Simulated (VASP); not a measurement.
Set up this calculation in VASP 6.6.1, as the native input.

* Task: relaxation of cell and atoms
* Functional: PBE
* Potentials or basis: VASP PAW PBE potentials, release 64 (Cd, Te)
* Cutoff: 500 eV
* k mesh: 6 × 6 × 6
* Occupations: gaussian, width 0.01 eV
* Spin: no spin polarisation
* Target pressure: 40 GPa
* Dipole correction: no
* Further INCAR settings: ALGO = Normal; EDIFF = 1e-07; IBRION = 2; EDIFFG = -0.01; NSW = 50; ISIF = 3

The structure of CdTe lies in POSCAR:

```
CdTe
1.0
    0.0000000000      3.2050000000      3.2050000000
    3.2050000000      0.0000000000      3.2050000000
    3.2050000000      3.2050000000      0.0000000000
Cd Te
1 1
Direct
    0.0000000000      0.0000000000      0.0000000000
    0.7500000000      0.7500000000      0.7500000000
```

The input as run:

INCAR

```
SYSTEM = CdTe
PREC     = Accurate       ! precision mode
ENCUT    = 500            ! plane-wave cutoff, eV
EDIFF    = 1E-7           ! SCF threshold, eV
ISMEAR   = 0              ! smearing method
SIGMA    = 0.01           ! smearing width, eV
LREAL    = .False.        ! projectors in reciprocal space
LASPH    = .True.         ! aspherical terms in the spheres
NELM     = 120            ! most SCF steps
ALGO     = Normal         ! electronic algorithm
ISIF     = 3              ! what is computed and relaxed
LWAVE    = .False.        ! write WAVECAR
LCHARG   = .False.        ! write CHGCAR
GGA      = PE             ! functional
IBRION   = 2              ! ionic algorithm
NSW      = 50             ! ionic steps
EDIFFG   = -0.01          ! ionic threshold
PSTRESS  = 400.0        
GGA_COMPAT= .False.      
NELMIN   = 4
```

KPOINTS

```
Automatic mesh
0
Gamma
  6 6 6
  0 0 0
```

Potentials or basis: VASP PAW PBE potentials, release 64 (Cd, Te).

The run is started by

```bash
$ cat potpaw_PBE.64/Cd/POTCAR potpaw_PBE.64/Te/POTCAR > POTCAR
$ mpirun -np 1 vasp_std > vasp.out
```

It gave:

```
Relaxed volume                                             : 23.90 Å³/atom
Relaxed cell                                               : a = 4.074 Å, b = 4.074 Å, c = 4.074 Å, α = 60.00°, β = 60.00°, γ = 60.00°
Space group after relaxing (to 0.1 Å)                      : F-43m (No. 216)
Energy change on relaxing (the run minimises the enthalpy) : +995.9 meV/atom
Ionic steps                                                : 21
Pressure after relaxing                                    : 39.9 GPa
Band gap on the k mesh                                     : 1.57 eV (least direct gap 1.86 eV)
```

Caveat: the cell is relaxed towards a set pressure, so the run minimises the enthalpy, not the energy; the volume moved by over 15 % at a fixed basis, so the end points are rough; spin-orbit coupling is left out, which moves the levels of the heavy elements.

Wall time 2.2 min on 1 thread of Intel(R) Xeon(R) Platinum 8375C CPU @ 2.90GHz (Ice Lake), with other jobs on the host, peak memory 0.24 GiB.
